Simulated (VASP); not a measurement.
# Fe (Fm-3m) in VASP: further runs, part 2 of 2

VASP 6.6.1. The steps go on from the part before.

## (3) Single point, PBEsol, collinear spin, ferromagnetic start

INCAR

```
PREC = Accurate ; ENCUT = 520
EDIFF = 1E-6 ; ISMEAR = 0
SIGMA = 0.1 ; LREAL = F
LASPH = T ; NELM = 150
ALGO = Normal ; ISIF = 2
LWAVE = F ; LCHARG = F
ISPIN = 2 ; MAGMOM = 2.86 2.86
LORBIT = 11 ; LMAXMIX = 4
GGA = PS ; NBANDS = 19
ISYM = 0
```

KPOINTS

```
Automatic mesh
0
Gamma
  8 10 13
```

POSCAR

```
Fe
1.0
   -1.8113300000     -1.8113300000     -3.6226600000
    1.8113300000     -1.8113300000      0.0000000000
   -1.8113300000     -1.8113300000      0.0000000000
Fe
2
Direct
    0.0000000000      0.0000000000      0.0000000000
    0.5000000000      0.5000000000      0.0000000000
```

Potentials or basis: VASP PAW PBE potentials, release 64 (Fe).

Command:

```console
$ cat potpaw_PBE.64/Fe/POTCAR > POTCAR
$ mpirun -np 1 vasp_std > vasp.out
```

OUTCAR:

```text
PREC = Accurate
   ENCUT = 520
   EDIFF = 1E-6
   ISMEAR = 0
   LREAL = F
   LASPH = T
   NELM = 150
   ISIF = 2
   ISPIN = 2
   LORBIT = 11
   GGA = PS
   ISYM = 0

 ion  position               nearest neighbor table
   1  0.000  0.000  0.000-   2 2.56   2 2.56   2 2.56   2 2.56   2 2.56   2 2.56   2 2.56   2 2.56

   2  0.500  0.500  0.000-   1 2.56   1 2.56   1 2.56   1 2.56   1 2.56   1 2.56   1 2.56   1 2.56

IMPORTANT INFORMATION: All symmetrisations will be switched off!
NOSYMM: (Re-)initialisation of all symmetry stuff for point group C_1.

----------------------------------------------------------------------------------------

                                     Primitive cell

  volume of cell :      23.7713

  direct lattice vectors                    reciprocal lattice vectors
    -1.811330000 -1.811330000 -3.622660000     0.000000000  0.000000000 -0.276040258
     1.811330000 -1.811330000  0.000000000     0.276040258 -0.276040258  0.000000000
    -1.811330000 -1.811330000  0.000000000    -0.276040258 -0.276040258  0.276040258

  length of vectors
     4.436834256  2.561607452  2.561607452     0.276040258  0.390379876  0.478115751

  position of ions in fractional coordinates (direct lattice)
     0.000000000  0.000000000  0.000000000
     0.500000000  0.500000000  0.000000000

  ion indices of the primitive-cell ions
   primitive index   ion index
                 1           1
                 2           2

----------------------------------------------------------------------------------------

 KPOINTS: Automatic mesh

Automatic generation of k-mesh.
 Grid dimensions read from file:
 generate k-points for:    8   10   13

 Generating k-lattice:

  Cartesian coordinates                     Fractional coordinates (reciprocal lattice)
     0.000000000  0.000000000 -0.034505032     0.125000000  0.000000000  0.000000000
     0.027604026 -0.027604026  0.000000000     0.000000000  0.100000000  0.000000000
    -0.021233866 -0.021233866  0.021233866     0.000000000  0.000000000  0.076923077

  Length of vectors
     0.034505032  0.039037988  0.036778135

  Shift w.r.t. Gamma in fractional coordinates (k-lattice)
     0.000000000  0.000000000  0.000000000

 -----------------------------------------------------------------------------
|                                                                             |
|           W    W    AA    RRRRR   N    N  II  N    N   GGGG   !!!           |
|           W    W   A  A   R    R  NN   N  II  NN   N  G    G  !!!           |
|           W    W  A    A  R    R  N N  N  II  N N  N  G       !!!           |
|           W WW W  AAAAAA  RRRRR   N  N N  II  N  N N  G  GGG   !            |
|           WW  WW  A    A  R   R   N   NN  II  N   NN  G    G                |
|           W    W  A    A  R    R  N    N  II  N    N   GGGG   !!!           |
|                                                                             |
|     Your reciprocal lattice and k-lattice belong to different lattice       |
|     classes:                                                                |
|                                                                             |
|        The reciprocal lattice is simple tetragonal,                         |
|        whereas your k-lattice is simple monoclinic.                         |
|                                                                             |
|     Results are often still useful ...                                      |
|                                                                             |
 -----------------------------------------------------------------------------

 WARNING: IBZKPT: internal override: KBLOWUP is changed to .FALSE.
      ... skipping the blow-up phase ...

[... 53 lines left out ...]
   NSW    =      0    number of steps for IOM
   IBRION =     -1    ionic relax: 0-MD 1-quasi-New 2-CG
   NFREE  =      0    steps in history (QN), initial steepest desc. (CG)
   ISIF   =      2    stress and relaxation
   ISYM   =      0    0-nonsym 1-usesym 2-fastsym
   POTIM  = 0.5000    time-step for ionic-motion
   TEBEG  =    0.0;   TEEND  =   0.0 temperature during run
   PSTRESS=    0.0 pullay stress
   NELECT =      16.0000    total number of electrons
   NUPDOWN=      -1.0000    fix difference up-down
   EMIN   =  10.00;   EMAX   =-10.00  energy-range for DOS
   EFERMI =   0.00;   METHOD = LEGACY
   ISMEAR =     0;   SIGMA  =   0.10  broadening in eV -4-tet -1-fermi 0-gaus
   EFERMI_NEDOS =   21; number of points for ismear=-14 and -15
   IALGO  =     38    algorithm
   IMIX   =      4    mixing-type and parameters
     AMIX     =   0.40;   BMIX     =  1.00
     AMIX_MAG =   1.60;   BMIX_MAG =  1.00
  volume/ion in A,a.u.               =      11.89        80.21
  Fermi-wavevector in a.u.,A,eV,Ry     =   1.434709  2.711207 28.006107  2.058391
  Thomas-Fermi vector in A             =   2.554088
   LORBIT       =     11    0 simple, 1 ext, 2 COOP (PROOUT), +10 PAW based schemes
   GGA     = PS    functional components
   LHFCALC =     F    Hartree Fock is set to
   AEXX    =    0.0000 exact exchange contribution
   IVDW    =     0    specifies the selected vdW correction
   LEPSILON=     F    determine dielectric tensor
   LRPA    =     F    only Hartree local field effects (RPA)
 spin polarized calculation
 Gauss-broadening in eV      SIGMA  =   0.10
  energy-cutoff  :      520.00
  volume of cell :       23.77
 maximum number of plane-waves:       664
 NGX is ok and might be reduce to    36
   NGX = 17   NGY =  9   NGZ =  9

 number of electron      15.9999999 magnetization       5.1552935

 Free energy of the ion-electron system (eV)
  ---------------------------------------------------
  ext. energy  EPLUGINS =         0.00000000
  ---------------------------------------------------
  free energy    TOTEN  =       -17.43036041 eV

  energy without entropy =      -17.41827264  energy(sigma->0) =      -17.42431652

 E-fermi :   5.4052     XC(G=0): -13.0084

 val. band max:        5.4050737735   @ k =   0.1250   0.0000   0.0000
 cond. band min:       5.4091748205   @ k =   0.0000   0.2000   0.0769
 fundamental gap:      0.0041010470
 Fermi energy:         5.4052162340

 spin component 1

 k-point     1 :       0.0000    0.0000    0.0000
  band No.  band energies     occupation
      1      -3.0828      1.00000
      2       0.3870      1.00000
      3       1.0370      1.00000
      4       2.9877      1.00000
      5       2.9886      1.00000
      6       2.9893      1.00000
[... 517 lines left out ...]
     18      26.8650      0.00000
     19      28.8982      0.00000

 [... further k-points ...]

 spin component 2

 k-point     1 :       0.0000    0.0000    0.0000
  band No.  band energies     occupation
      1      -2.7373      1.00000
      2       2.1613      1.00000
      3       2.9538      1.00000
      4       5.3353      0.83860
      5       5.3353      0.83848
      6       5.3411      0.81775
[... 517 lines left out ...]
     18      26.9329      0.00000
     19      29.6259      0.00000

 [... further k-points ...]

------------------------ aborting loop because EDIFF is reached ----------------------------------------

  FORCE on cell =-STRESS in cart. coord.  units (eV):
  Direction    XX          YY          ZZ          XY          YZ          ZX
  --------------------------------------------------------------------------------------
  -------------------------------------------------------------------------------------
  Total       -0.9476273     -0.9476183     -1.0170951     -0.0283983     -0.0104118     -0.0104135
  in kB      -63.8697808    -63.8691708    -68.5518842     -1.9140347     -0.7017543     -0.7018662
  external PRESSURE =     -65.4302786 kB  Pullay stress =       0.0000000 kB

 VOLUME and BASIS-vectors are now :
 -----------------------------------------------------------------------------
  energy-cutoff  :      520.00
  volume of cell :       23.77
      direct lattice vectors                 reciprocal lattice vectors
    -1.811330000 -1.811330000 -3.622660000     0.000000000  0.000000000 -0.276040258
     1.811330000 -1.811330000  0.000000000     0.276040258 -0.276040258  0.000000000
    -1.811330000 -1.811330000  0.000000000    -0.276040258 -0.276040258  0.276040258

 POSITION                                       TOTAL-FORCE (eV/Angst)
 -----------------------------------------------------------------------------------
      0.00000      0.00000      0.00000         0.000000     -0.000000      0.000000
      0.00000     -1.81133     -1.81133        -0.000000      0.000000     -0.000000
 -----------------------------------------------------------------------------------
    total drift:                                0.000000     -0.000000     -0.000000

  FREE ENERGIE OF THE ION-ELECTRON SYSTEM (eV)
  ---------------------------------------------------
  free  energy   TOTEN  =       -17.4303604081 eV

  energy  without entropy=      -17.4182726377  energy(sigma->0) =      -17.42431652

 total charge

# of ion       s       p       d       tot
------------------------------------------
    1        0.481   0.512   6.190   7.183
    2        0.481   0.512   6.190   7.183
--------------------------------------------------
tot          0.961   1.025  12.380  14.366

 magnetization (x)

# of ion       s       p       d       tot
------------------------------------------
    1       -0.017  -0.045   2.625   2.563
    2       -0.017  -0.045   2.625   2.563
--------------------------------------------------
tot         -0.034  -0.090   5.250   5.126
```

OSZICAR:

```text
N       E                     dE             d eps       ncg     rms          rms(c)
DAV:   1     0.755451228745E+02    0.75545E+02   -0.72478E+03 42536   0.106E+03
DAV:   2    -0.163872070195E+02   -0.91932E+02   -0.81431E+02 39915   0.200E+02
DAV:   3    -0.197480293436E+02   -0.33608E+01   -0.32230E+01 43669   0.494E+01
DAV:   4    -0.197753647994E+02   -0.27335E-01   -0.27317E-01 44339   0.418E+00
[... 29 lines left out ...]
DAV:  34    -0.174299989372E+02    0.24456E-03   -0.27812E-05 52946   0.819E-02    0.249E-01
DAV:  35    -0.174302944485E+02   -0.29551E-03   -0.40588E-05 53593   0.106E-01    0.113E-01
DAV:  36    -0.174302159800E+02    0.78468E-04   -0.60826E-06 51438   0.447E-02    0.154E-01
DAV:  37    -0.174303596411E+02   -0.14366E-03   -0.35850E-05 53956   0.106E-01    0.185E-02
DAV:  38    -0.174303604081E+02   -0.76698E-06   -0.41011E-06 40788   0.185E-02
   1 F= -.17430360E+02 E0= -.17424317E+02  d E =-.120878E-01  mag=     5.1655
```

Run time: 6 min. Hardware: 1 thread of Intel Xeon 6975P-C (Granite Rapids), shared host; peak memory 0.43 GiB.

What came out:

```yaml
Free_energy: -17.4304 eV
Pressure: -6.5 GPa
Net_moment: 5.16 μB per cell
Site_moments: Fe +2.56 μB
Valence_electrons_inside_the_program's_atomic_spheres: Fe 7.18
```

Stress tensor (GPa, compression positive):
```
-6.39 -0.19 -0.07
-0.19 -6.39 -0.07
-0.07 -0.07 -6.86
```

Levels at points of the mesh, in eV from the Fermi level:
Spin up:
```tsv
k point	band 7	band 8	band 9	band 10	band 11	band 12	band 13	band 14	band 15	band 16
(0.00, 0.00, 0.00)	-1.39	-1.39	-0.59	-0.18	-0.18	2.43	9.32	14.10	14.10	19.00
(0.50, 0.00, 0.00)	-1.47	-1.47	-1.47	-1.47	-1.00	-1.00	18.44	18.44	18.44	18.44
(0.00, 0.50, 0.00)	-1.88	-1.88	-1.23	-1.23	1.24	1.24	11.35	11.35	12.59	12.59
(0.50, 0.50, 0.00)	-0.46	-0.46	-0.46	-0.46	-0.21	-0.21	6.09	6.09	20.43	20.43
```
Spin down:
```
           k point  band 2  band 3  band 4  band 5  band 6  band 7  band 8  band 9  band 10  band 11
(0.00, 0.00, 0.00)   -3.24   -2.45   -0.07   -0.07   -0.06    1.50    1.50    2.42     2.51     2.51
(0.50, 0.00, 0.00)   -5.32   -1.34   -1.34    0.43    0.43    0.98    0.98    0.98     0.98     1.95
(0.00, 0.50, 0.00)   -3.23   -1.15   -1.15   -0.71   -0.71    0.85    0.85    1.29     1.29     3.55
(0.50, 0.50, 0.00)   -3.47   -0.08   -0.08   -0.07   -0.07    0.06    0.06    2.34     2.34     2.35
```

Caveat: the cell stands under tension; the PAW data sets were made with another functional, which shifts forces and pressure a little.
